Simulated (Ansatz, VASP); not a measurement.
SbS5 in VASP and in Ansatz

```xyz
6
Lattice="5.9587 0.0000 0.0000 -2.9794 5.1604 0.0000 0.0000 0.0000 4.8137" Properties=species:S:1:pos:R:3 pbc="T T T"
Sb    0.0000    0.0000    0.0000
S     0.0000    3.4403    0.0000
S     2.9794    1.7201    0.0000
S     2.9794    0.0000    2.4069
S     1.4897    2.5802    2.4069
S    -1.4897    2.5802    2.4069
```

Change from the starting cell: species swapped into the SmCu5 type (P6/mmm, No. 191).

Alike in both runs: task relaxation of cell and atoms; functional PBE; k mesh 3 × 3 × 4; occupations gaussian, width 0.1 eV; no spin polarisation.

|  | VASP | Ansatz |
| --- | --- | --- |
| version | VASP 6.6.1 | Ansatz 0.2.0 |
| potentials or method | VASP PAW PBE potentials, release 64 (Sb_d_GW, S), cutoff 500 eV | scalar-relativistic, plane waves, PAW |
| valence electrons in the cell | 45 | 45 |

```csv
,VASP,Ansatz,Ansatz less VASP
"gap on the k mesh at the Fermi level, each at its own relaxed structure (eV)",none,none,-
relaxed volume (Å³/atom),20.03,19.02,-1.011
relaxed length of the cell vector where the two differ most in proportion (Å),3.294,3.864,+0.5703
```

A gap of «none» marks a metal or a gap that the smearing closes. One of these differences is far larger than is usual between the two programs; its cause wasn't traced.

The k mesh is coarse, so the values compare programs but aren't converged. Spin-orbit coupling is off throughout. Noted on VASP's run: the volume moved by over 15 % at a fixed basis, so the end points are rough.
